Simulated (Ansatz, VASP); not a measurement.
## Two plane-wave programs on RbH2

Contents of INCAR:

```
PREC = Accurate ; ENCUT = 600
EDIFF = 1E-7 ; ISMEAR = 0
SIGMA = 0.1 ; LREAL = F
LASPH = T ; NELM = 100
ALGO = Normal ; ISIF = 3
LWAVE = F ; LCHARG = F
GGA = PE ; IBRION = 2
NSW = 90 ; EDIFFG = -0.04
```

The input KPOINTS:

```
regular mesh
0
Gamma
  3 3 4
```

The input POSCAR:

```
RbH2
1.0
    5.9319465972      0.0000000000      0.0000000000
   -2.9659732986      5.1372164470      0.0000000000
    0.0000000000      0.0000000000      6.5259880511
Rb H
3 6
Direct
    0.4650000000      0.0000000000      0.3333333333
    0.0000000000      0.4650000000      0.6666666667
    0.5350000000      0.5350000000      0.0000000000
    0.4150000000      0.2720000000      0.2130000000
    0.7280000000      0.1430000000      0.5463333333
    0.8570000000      0.5850000000      0.8796666667
    0.2720000000      0.4150000000      0.7870000000
    0.1430000000      0.7280000000      0.4536666667
    0.5850000000      0.8570000000      0.1203333333
```

Input for Ansatz:

```yaml
crystal:
  lattice:
    - [5.9319465972, 0.0, 0.0]
    - [-2.9659732986, 5.137216447, 0.0]
    - [0.0, 0.0, 6.5259880511]
  atoms:
    - { symbol: Rb, position: [0.465, 0.0, 0.3333333333] }
    - { symbol: Rb, position: [0.0, 0.465, 0.6666666667] }
    - { symbol: Rb, position: [0.535, 0.535, 0.0] }
    - { symbol: H, position: [0.415, 0.272, 0.213] }
    - { symbol: H, position: [0.728, 0.143, 0.5463333333] }
    - { symbol: H, position: [0.857, 0.585, 0.8796666667] }
    - { symbol: H, position: [0.272, 0.415, 0.787] }
    - { symbol: H, position: [0.143, 0.728, 0.4536666667] }
    - { symbol: H, position: [0.585, 0.857, 0.1203333333] }
basis:
  ecutwfc: 420
kpoints:
  mp_grid: { grid: [3, 3, 4] }
hamiltonian:
  xc: pbe
scf:
  occupations: { method: gaussian, width: 0.1 }
  lower_state_search: "off"
output:
  forces: true
  stress: true
  eigenvalues: true
relax:
  adjacent_minimum: "off"
  f_tol: 0.04
  max_steps: 70
  cell: { stress_tol: 0.4 }
```

Alike in both runs: task relaxation of cell and atoms; functional PBE; k mesh 3 × 3 × 4; occupations gaussian, width 0.1 eV; no spin polarisation.

```csv
,VASP,Ansatz
version,VASP 6.6.1,Ansatz 0.2.0
potentials or method,"VASP PAW PBE potentials, release 64 (Rb_sv, H), cutoff 600 eV","scalar-relativistic, plane waves, PAW"
valence electrons in the cell,33,33
```

Ansatz gave:

```
gap on the k mesh at the Fermi level, each at its own relaxed structure (eV) : none
relaxed volume (Å³/atom)                                                     : 36.18
relaxed cell length with the largest relative difference (Å)                 : 7.267
```

Estimate VASP's values.

gap on the k mesh at the Fermi level, each at its own relaxed structure (eV): none; relaxed volume (Å³/atom): 51.21; relaxed cell length with the largest relative difference (Å): 8.800.

A gap of «none» marks a metal or a gap that the smearing closes. One of these differences is far larger than is usual between the two programs; its cause wasn't traced.

The k mesh is coarse, so the values compare programs but aren't converged. Noted on VASP's run: the volume moved by over 15 % at a fixed basis, so the end points are rough.
